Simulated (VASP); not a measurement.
Here is a VASP 6.6.1 calculation.

INCAR

```
SYSTEM = Be
PREC     = Accurate       ! precision mode
ENCUT    = 520            ! plane-wave cutoff, eV
EDIFF    = 1E-6           ! SCF threshold, eV
ISMEAR   = -1             ! smearing method
SIGMA    = 0.2            ! smearing width, eV
LREAL    = .FALSE.        ! projectors in reciprocal space
LASPH    = .TRUE.         ! aspherical terms in the spheres
NELM     = 80             ! most SCF steps
ALGO     = Normal         ! electronic algorithm
ISIF     = 2              ! what is computed and relaxed
LWAVE    = .FALSE.        ! write WAVECAR
LCHARG   = .TRUE.         ! write CHGCAR
LELF     = .TRUE.         ! ELF
LVHAR    = .TRUE.       
NBANDS   = 9              ! bands
```

File KPOINTS:

```
regular mesh
0
G
  16 16 9
  0 0 0
```

Contents of POSCAR:

```
Be
1.0
    2.2295160349      0.0000000000      0.0000000000
   -1.1147580175      1.9308175243      0.0000000000
    0.0000000000      0.0000000000      3.5083258361
Be
2
Direct
    0.3333333333      0.6666666667      0.2500000000
    0.6666666667      0.3333333333      0.7500000000
```

Potentials or basis: VASP PAW LDA potentials, release 64 (Be).

Run with:

```console
$ cat potpaw_LDA.64/Be/POTCAR > POTCAR
$ mpirun -np 1 vasp_std > vasp.out
```

What does it give for the pressure?

0.5 GPa.

Predict the band gap on the k mesh.

zero (band 2 reaches 8.05 eV, above the bottom of band 3 at 6.47 eV).

Stress tensor (GPa, compression positive):
```
0.35 0.00 0.00
0.00 0.35 0.00
0.00 0.00 0.68
```
